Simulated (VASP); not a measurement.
Input of a VASP 6.6.1 run:

File INCAR:

```
SYSTEM = TaN
PREC     = Accurate       ! precision mode
ENCUT    = 600            ! plane-wave cutoff, eV
EDIFF    = 1E-6           ! SCF threshold, eV
ISMEAR   = 0              ! smearing method
SIGMA    = 0.1            ! smearing width, eV
LREAL    = .FALSE.        ! projectors in reciprocal space
LASPH    = .TRUE.         ! aspherical terms in the spheres
NELM     = 120            ! most SCF steps
ALGO     = Normal         ! electronic algorithm
ISIF     = 2              ! what is computed and relaxed
LWAVE    = .FALSE.        ! write WAVECAR
LCHARG   = .FALSE.        ! write CHGCAR
GGA      = PS             ! functional
NBANDS   = 33             ! bands
GGA_COMPAT= .FALSE.
```

KPOINTS

```
Automatic mesh
0
G
  12 12 12
  0 0 0
```

The input POSCAR:

```
TaN
1.0
    5.2047899064      0.0000000000      0.0000000000
   -2.6023949532      4.5074802803      0.0000000000
    0.0000000000      0.0000000000      2.9035793999
Ta N
3 3
Direct
    0.0000000000      0.0000000000      0.0000000000
    0.3333333333      0.6666666667      0.5000000000
    0.6666666667      0.3333333333      0.5000000000
    0.5000000000      0.0000000000      0.0000000000
    0.5000000000      0.5000000000      0.0000000000
    0.0000000000      0.5000000000      0.0000000000
```

Potentials or basis: VASP PAW PBE potentials, release 64 (Ta_pv, N).

Run with:

```sh
$ cat potpaw_PBE.64/Ta_pv/POTCAR potpaw_PBE.64/N/POTCAR > POTCAR
$ mpirun -np 1 vasp_std > vasp.out
```

Q: Estimate the pressure.

A: 0.9 GPa.

Q: Predict the band gap on the k mesh.

A: Zero (bands 24 and 25 overlap by 2.19 eV).

Stress tensor (GPa, compression positive):
```
0.76 0.00 0.00
0.00 0.76 0.00
0.00 0.00 1.08
```

Caveat: the PAW data sets were made with another functional, which shifts forces and pressure a little; spin-orbit coupling is left out, which moves the levels of the heavy elements.
